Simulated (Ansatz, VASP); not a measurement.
**PtS2 in VASP and in Ansatz**

```
CELL_PARAMETERS angstrom
3.59174 0.00000 0.00000
-1.79587 3.11054 0.00000
0.00000 0.00000 4.90352
ATOMIC_POSITIONS crystal
Pt 0.00000 0.00000 0.00000
S 0.33333 0.66667 0.25000
S 0.66667 0.33333 0.75000
```

Alike in both runs: task single point; functional LDA; k mesh 12 × 12 × 8; occupations gaussian, width 0.05 eV; no spin polarisation.

|  | VASP | Ansatz |
| --- | --- | --- |
| version | VASP 6.6.1 | Ansatz 0.2.0 |
| potentials or method | VASP PAW LDA potentials, release 64 (Pt, S), cutoff 520 eV | scalar-relativistic, plane waves, PAW |
| valence electrons in the cell | 22 | 30 |

```tsv
	VASP	Ansatz	Ansatz less VASP
gap on the k mesh at the Fermi level (eV)	0.29	0.28	-0.004
least direct gap on the mesh (eV)	0.61	0.61	-0.003
pressure (GPa)	-7.0	-6.9	+0.02
traceless stress, the component that is largest in VASP (GPa)	0.60	0.58	-0.020
rms of the force components (eV/Å)	0.270	0.270	+0.0008
```

LDA's correlation is that of Perdew and Zunger in VASP and of Perdew and Wang (1992) in Ansatz. Atom by atom the forces differ by 0.001 eV/Å (rms over components). VASP's potentials hold 22 valence electrons a cell and Ansatz's 30, so a difference there can come from the potentials and not from the codes.

Spin-orbit coupling is off throughout.
